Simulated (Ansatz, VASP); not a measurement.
**TiO2: VASP beside Ansatz**

```xyz
6
Lattice="4.5969 0.0000 0.0000 0.0000 4.5969 0.0000 0.0000 0.0000 2.9535" Properties=species:S:1:pos:R:3 pbc="T T T"
Ti    0.0000    0.0000    0.0000
Ti    2.2985    2.2985    1.4768
O     1.4004    1.4004    0.0000
O     0.8981    3.6988    1.4768
O     3.1966    3.1966    0.0000
O     3.6988    0.8981    1.4768
```

Alike in both runs: functional r2SCAN; k mesh 6 × 6 × 10; occupations fermi-dirac, width 0.1 eV; no spin polarisation.

Ansatz relaxed the structure, and its values are those at the end. VASP's run is a single point on that final structure, the one shown.

|  | VASP | Ansatz |
| --- | --- | --- |
| version | VASP 6.6.1 | Ansatz 0.2.0 |
| potentials or method | VASP PAW PBE potentials, release 64 (Ti_sv, O) | PAW with Ansatz's default frozen-core files, scalar-relativistic |
| plane-wave cutoff (eV) | 520 | 500 |
| valence electrons in the cell | 48 | 48 |

Ansatz gave:

* pressure (GPa): 0.0
* rms of the force components (eV/Å): 0.001

Task: Which values does VASP return?

Result: Pressure (GPa): 1.3; rms of the force components (eV/Å): 0.017.

VASP's potentials were made for PBE, not for r2SCAN. The functional is the same, so the differences come from potentials, cutoffs and numerics.
